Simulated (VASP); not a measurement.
A run of VASP 6.6.1:

The input INCAR:

```
SYSTEM = Si
PREC = Accurate
ENCUT = 520
EDIFF = 1E-6
ISMEAR = 0
SIGMA = 0.01
LREAL = .FALSE.
LASPH = .TRUE.
NELM = 80
ALGO = Normal
ISIF = 2
LWAVE = .FALSE.
LCHARG = .FALSE.
GGA = PS
NBANDS = 16
```

The input KPOINTS:

```
regular mesh
0
G
  12 12 6
  0 0 0
```

POSCAR

```
Si
1.0
    3.8246291296      0.0000000000      0.0000000000
   -1.9123145648      3.3122259863      0.0000000000
    0.0000000000      0.0000000000      6.3252056375
Si
4
Direct
    0.3333333333      0.6666666667      0.0630210092
    0.6666666667      0.3333333333      0.5630210092
    0.3333333333      0.6666666667      0.4369789908
    0.6666666667      0.3333333333      0.9369789908
```

Potentials or basis: VASP PAW PBE potentials, release 64 (Si).

Launch:

```console
$ cat potpaw_PBE.64/Si/POTCAR > POTCAR
$ mpirun -np 1 vasp_std > vasp.out
```

Hardware: 1 thread of AMD EPYC 9R14 (Zen 4) (shared host).

Question: Estimate the wall time of this run.

Answer: Run time: 78 s on 1 thread of AMD EPYC 9R14 (Zen 4), with other jobs on the host, peak memory 0.18 GiB. Counts: scf iterations 11, k points 76.
